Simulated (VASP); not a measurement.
# YbB2 (P6/mmm) in VASP: further runs

YbB2 is run at these levels: PBE; tasks: single point.

All numbers are computed with VASP 6.6.1; they aren't measurements. Logs are shortened: lines on timing, memory, paths and dates and some standing lists are left out, and cuts for length are marked.

### Step 1. The cell of the first run

Symmetry: P6/mmm, No. 191, hexagonal system. The conventional cell has a = 3.250 Å, b = 3.250 Å, c = 3.732 Å, α = 90.00°, β = 90.00°, γ = 120.00°. Yb (site symmetry 6/mmm) has 12 B at 2.65 Å and 6 Yb at 3.25 Å within 3.5 Å. B (site symmetry -6m2) has 3 B at 1.88 Å within 2.5 Å.

### Step 2. Single point, PBE, collinear spin, ferromagnetic start

Input file INCAR:

```
ALGO = Normal ; EDIFF = 1E-6
ENCUT = 520 ; GGA = PE
ISIF = 2 ; ISMEAR = -1
ISPIN = 2 ; LASPH = T
LCHARG = F ; LMAXMIX = 6
LORBIT = 11 ; LREAL = F
LWAVE = F ; MAGMOM = 0.8 0 0
NBANDS = 26 ; NELM = 150
NUPDOWN = 0.8 ; PREC = Accurate
SIGMA = 0.05
```

Input file KPOINTS:

```
k-points
0
Gamma
  8 8 6
```

Input file POSCAR:

```
YbB2
1.0
    3.2503000000      0.0000000000      0.0000000000
   -1.6251500000      2.8148423699      0.0000000000
    0.0000000000      0.0000000000      3.7315000000
Yb B
1 2
Direct
    0.0000000000      0.0000000000      0.0000000000
    0.6666666667      0.3333333333      0.5000000000
    0.3333333333      0.6666666667      0.5000000000
```

Potentials or basis: VASP PAW PBE potentials, release 64 (Yb, B).

On the command line:

```bash
$ cat potpaw_PBE.64/Yb/POTCAR potpaw_PBE.64/B/POTCAR > POTCAR
$ mpirun -np 1 vasp_std > vasp.out
```

OUTCAR:

```text
EDIFF = 1E-6
   ENCUT = 520
   GGA = PE
   ISIF = 2
   ISMEAR = -1
   ISPIN = 2
   LASPH = T
   LORBIT = 11
   LREAL = F
   NELM = 150
   NUPDOWN = 0.8
   PREC = Accurate

 ion  position               nearest neighbor table
   1  0.000  0.000  0.000-   2 2.65   3 2.65   2 2.65   3 2.65   3 2.65   3 2.65   2 2.65   2 2.65
                             2 2.65   2 2.65   3 2.65   3 2.65
   2  0.667  0.333  0.500-   3 1.88   3 1.88   3 1.88   1 2.65   1 2.65   1 2.65   1 2.65   1 2.65
                             1 2.65
   3  0.333  0.667  0.500-   2 1.88   2 1.88   2 1.88   1 2.65   1 2.65   1 2.65   1 2.65   1 2.65
                             1 2.65

  LATTYP: Found a hexagonal cell.
 ALAT       =     3.2503000000
 C/A-ratio  =     1.1480478725

  Lattice vectors:

 A1 = (   3.2503000000,   0.0000000000,   0.0000000000)
 A2 = (  -1.6251500000,   2.8148423699,   0.0000000000)
 A3 = (   0.0000000000,   0.0000000000,   3.7315000000)

Analysis of symmetry for initial positions (statically):
=====================================================================
 Subroutine PRICEL returns:
 Original cell was already a primitive cell.

 Routine SETGRP: Setting up the symmetry group for a
 hexagonal supercell.

 Subroutine GETGRP returns: Found 24 space group operations
 (whereof 24 operations were pure point group operations)
 out of a pool of 24 trial point group operations.

The static configuration has the point symmetry D_6h.

Analysis of symmetry for dynamics (positions and initial velocities):
=====================================================================
 Subroutine PRICEL returns:
 Original cell was already a primitive cell.

 Routine SETGRP: Setting up the symmetry group for a
 hexagonal supercell.

 Subroutine GETGRP returns: Found 24 space group operations
 (whereof 24 operations were pure point group operations)
 out of a pool of 24 trial point group operations.

The dynamic configuration has the point symmetry D_6h.

Analysis of structural, dynamic, and magnetic symmetry:
=====================================================================
 Subroutine PRICEL returns:
 Original cell was already a primitive cell.

 Routine SETGRP: Setting up the symmetry group for a
 hexagonal supercell.

 Subroutine GETGRP returns: Found 24 space group operations
 (whereof 24 operations were pure point group operations)
 out of a pool of 24 trial point group operations.

The overall configuration has the point symmetry D_6h.

 Subroutine INISYM returns: Found 24 space group operations
[... 119 lines left out ...]
     AMIX_MAG =   1.60;   BMIX_MAG =  1.00
  volume/ion in A,a.u.               =      11.38        76.80
  Fermi-wavevector in a.u.,A,eV,Ry     =   1.568056  2.963196 33.454003  2.458800
  Thomas-Fermi vector in A             =   2.670144
   LORBIT       =     11    0 simple, 1 ext, 2 COOP (PROOUT), +10 PAW based schemes
   GGA     = PE    functional components
   LHFCALC =     F    Hartree Fock is set to
   AEXX    =    0.0000 exact exchange contribution
   IVDW    =     0    specifies the selected vdW correction
   LEPSILON=     F    determine dielectric tensor
   LRPA    =     F    only Hartree local field effects (RPA)
 spin polarized calculation
  energy-cutoff  :      520.00
  volume of cell :       34.14
 maximum number of plane-waves:       936
   NGX = 13   NGY = 13   NGZ = 13

 number of electron      30.0000000 magnetization       0.8000000

 Free energy of the ion-electron system (eV)
  ---------------------------------------------------
  ext. energy  EPLUGINS =         0.00000000
  ---------------------------------------------------
  free energy    TOTEN  =       -18.05004075 eV

  energy without entropy =      -18.01312531  energy(sigma->0) =      -18.03158303

 E-fermi :   3.9091     XC(G=0): -12.3152

 val. band max:        4.3588533696   @ k =   0.2500   0.1250   0.5000
 cond. band min:       3.9164723776   @ k =   0.1250   0.0000   0.0000
 fundamental gap:     -0.4423809920
 Fermi energy:         4.4032728338

 spin component 1

 k-point     1 :       0.0000    0.0000    0.0000
  band No.  band energies     occupation
      1     -46.9978      1.00000
      2     -19.1679      1.00000
      3     -18.7770      1.00000
      4     -18.7770      1.00000
      5      -7.0966      1.00000
      6       2.3884      1.00000
[... 685 lines left out ...]
     25      17.5948      0.00000
     26      18.8158      0.00000

 [... further k-points ...]

 spin component 2

 k-point     1 :       0.0000    0.0000    0.0000
  band No.  band energies     occupation
      1     -46.7725      1.00000
      2     -18.9991      1.00000
      3     -18.5930      1.00000
      4     -18.5930      1.00000
      5      -6.9455      1.00000
      6       2.6406      1.00000
[... 685 lines left out ...]
     25      17.7422      0.00000
     26      19.0583      0.00000

 [... further k-points ...]
[... 5 lines left out ...]
  --------------------------------------------------------------------------------------
  -------------------------------------------------------------------------------------
  Total       -0.0716053     -0.0716053      1.7023140      0.0000000     -0.0000000      0.0000000
  in kB       -3.3604313     -3.3604313     79.8894236      0.0000000     -0.0000000      0.0000000
  external PRESSURE =      24.3895204 kB  Pullay stress =       0.0000000 kB

 VOLUME and BASIS-vectors are now :
 -----------------------------------------------------------------------------
  energy-cutoff  :      520.00
  volume of cell :       34.14
      direct lattice vectors                 reciprocal lattice vectors
     3.250300000  0.000000000  0.000000000     0.307663908  0.177629840  0.000000000
    -1.625150000  2.814842370  0.000000000     0.000000000  0.355259680  0.000000000
     0.000000000  0.000000000  3.731500000     0.000000000  0.000000000  0.267988744

 POSITION                                       TOTAL-FORCE (eV/Angst)
 -----------------------------------------------------------------------------------
      0.00000      0.00000      0.00000        -0.000000      0.000000      0.000000
      1.62515      0.93828      1.86575         0.000000      0.000000      0.000000
     -0.00000      1.87656      1.86575        -0.000000     -0.000000      0.000000
 -----------------------------------------------------------------------------------
    total drift:                               -0.000000      0.000000     -0.000000

  FREE ENERGIE OF THE ION-ELECTRON SYSTEM (eV)
  ---------------------------------------------------
  free  energy   TOTEN  =       -18.0500407495 eV

  energy  without entropy=      -18.0131253136  energy(sigma->0) =      -18.03158303

 total charge

# of ion       s       p       d       f       tot
--------------------------------------------------
    1        2.168   6.172   0.684  13.331  22.356
    2        0.669   1.157   0.000   0.000   1.826
    3        0.669   1.157   0.000   0.000   1.826
--------------------------------------------------
tot          3.506   8.486   0.684  13.331  26.007

 magnetization (x)

# of ion       s       p       d       f       tot
--------------------------------------------------
    1        0.002   0.018   0.079   0.449   0.547
    2        0.002   0.048   0.000   0.000   0.050
    3        0.002   0.048   0.000   0.000   0.050
--------------------------------------------------
tot          0.005   0.114   0.079   0.449   0.647
```

OSZICAR:

```text
N       E                     dE             d eps       ncg     rms          rms(c)
DAV:   1     0.153795407934E+03    0.15380E+03   -0.99927E+03  5932   0.746E+03
DAV:   2     0.275474053328E+00   -0.15352E+03   -0.13920E+03  5456   0.690E+02
DAV:   3    -0.184918157270E+02   -0.18767E+02   -0.17959E+02  5418   0.124E+02
[... 27 lines left out ...]
DAV:  31    -0.180500596556E+02    0.10404E-03   -0.16733E-03  6652   0.127E+00    0.231E-01
DAV:  32    -0.180500690208E+02   -0.93652E-05   -0.68595E-05  6630   0.103E-01    0.150E-01
DAV:  33    -0.180500670435E+02    0.19773E-05   -0.62902E-06  5660   0.104E-01    0.168E-01
DAV:  34    -0.180500404123E+02    0.26631E-04   -0.12601E-04  6112   0.382E-01    0.158E-01
DAV:  35    -0.180500407495E+02   -0.33717E-06   -0.29081E-06  5366   0.244E-02
   1 F= -.18050041E+02 E0= -.18031583E+02  d E =-.369154E-01  mag=     0.8000
```

stdout:

```text
POSCAR found type information on POSCAR YbB
 POSCAR found :  2 types and       3 ions
 scaLAPACK will be used
 LDA part: xc-table for (Slater+PW92), standard interpolation
 POSCAR, INCAR and KPOINTS ok, starting setup
 FFT: planning ... GRIDC
 FFT: planning ... GRID_SOFT
 FFT: planning ... GRID
 WAVECAR not read
 entering main loop
```

Run time: 66 s. Hardware: 1 thread of Intel Xeon 6975P-C (Granite Rapids), shared host; peak memory 0.21 GiB.

What came out:

| Item | Value |
| --- | --- |
| Free energy | -18.0500 eV |
| Pressure | 2.4 GPa |
| Net moment | 0.80 μB per cell |
| Site moments | Yb +0.55; B +0.05 μB |
| Valence electrons inside the program's atomic spheres | Yb 22.36; B 1.83 |

Caveat: the stress differs along the axes, from -0 to 8 GPa; spin-orbit coupling is left out, which moves the levels of the heavy elements; the total moment is fixed, so each spin has its own Fermi level and the state may be an excited one.

### Step 3. Single point, PBE, collinear spin, ferromagnetic start

Input file INCAR:

```
SYSTEM = YbB2
ALGO = Normal
EDIFF = 1E-6
ENCUT = 520
GGA = PE
ISIF = 2
ISMEAR = -1
ISPIN = 2
LASPH = .True.
LCHARG = .False.
LMAXMIX = 6
LORBIT = 11
LREAL = .False.
LWAVE = .False.
MAGMOM = 1 0 0
NBANDS = 26
NELM = 150
NUPDOWN = 1.0
PREC = Accurate
SIGMA = 0.05
```

Input file KPOINTS:

```
k-points
0
Gamma
  8 8 6
  0 0 0
```

POSCAR is that of step 2.

Potentials or basis: VASP PAW PBE potentials, release 64 (Yb, B).

On the command line:

```bash
$ cat potpaw_PBE.64/Yb/POTCAR potpaw_PBE.64/B/POTCAR > POTCAR
$ mpirun -np 1 vasp_std > vasp.out
```

Run time: 65 s. Hardware: 1 thread of Intel Xeon 6975P-C (Granite Rapids), shared host; peak memory 0.2 GiB.

It converged, with:

```
Free energy                                           : -17.9894 eV
Pressure                                              : 2.2 GPa
Net moment                                            : 1.00 μB per cell
Site moments                                          : Yb +0.65; B +0.07 μB
Valence electrons inside the program's atomic spheres : Yb 22.35; B 1.82
```

Stress tensor (GPa, compression positive):
```
-0.55  0.00  0.00
 0.00 -0.55  0.00
 0.00  0.00  7.61
```

Caveat: the stress differs along the axes, from -1 to 8 GPa; spin-orbit coupling is left out, which moves the levels of the heavy elements; the total moment is fixed, so each spin has its own Fermi level and the state may be an excited one. The state reached can hang on the start; a lower one may exist.
